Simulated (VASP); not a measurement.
Ta, 1 atom in the cell. It takes space group Im-3m (No. 229, cubic). The conventional cell has a = 3.303 Å, b = 3.303 Å, c = 3.303 Å, α = 90.00°, β = 90.00°, γ = 90.00°. Within 3.8 Å of Ta (site symmetry m-3m) lie 14 Ta at 2.86 to 3.30 Å. 

| Property | Result |
| --- | --- |
| Program | VASP 6.6.1 |
| Task | single point |
| Functional | PBE |
| Potentials or basis | VASP PAW PBE potentials, release 64 (Ta_pv) |
| Cutoff | 500 eV |
| k mesh | 14 × 14 × 14 |
| Occupations | methfessel-paxton, width 0.2 eV |
| Spin | no spin polarisation |
| Dipole correction | no |
| Further INCAR settings | ALGO = Normal; EDIFF = 1e-06; NBANDS = 12 |

Potentials or basis: VASP PAW PBE potentials, release 64 (Ta_pv).

Command:

```sh
$ cat potpaw_PBE.64/Ta_pv/POTCAR > POTCAR
$ mpirun -np 1 vasp_std > vasp.out
```

Hardware: 1 thread of Intel Xeon 8259CL, with other jobs on the host.

**Question.** Estimate the wall time of this run.

**Answer.** Run time: 11 s on 1 thread of Intel Xeon 8259CL (shared host), peak memory 0.15 GiB. Counts: scf iterations 11, k points 104.
